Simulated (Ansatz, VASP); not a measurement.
# Ta: VASP beside Ansatz

```
Ta
1.0
    -1.62767    1.62767    1.62767
     1.62767   -1.62767    1.62767
     1.62767    1.62767   -1.62767
Ta
1
Cartesian
  0.0000 0.0000 0.0000
```

Alike in both runs: task single point; functional LDA; k mesh 14 × 14 × 14; occupations gaussian, width 0.2 eV; no spin polarisation.

|  | VASP | Ansatz |
| --- | --- | --- |
| version | VASP 6.6.1 | Ansatz 0.2.0 |
| potentials or method | VASP PAW LDA potentials, release 64 (Ta_pv), cutoff 520 eV | plane waves (420 eV) with PAW, scalar-relativistic |
| valence electrons in the cell | 11 | 13 |

```tsv
	VASP	Ansatz	Ansatz less VASP
pressure (GPa)	0.9	-0.1	-0.90
```

Ansatz warns that its potentials were made for another functional, while VASP's fit it. LDA's correlation is that of Perdew and Zunger in VASP and of Perdew and Wang (1992) in Ansatz. VASP's potentials hold 11 valence electrons a cell and Ansatz's 13, so a difference there can come from the potentials and not from the codes.

Neither program's run includes spin-orbit coupling.
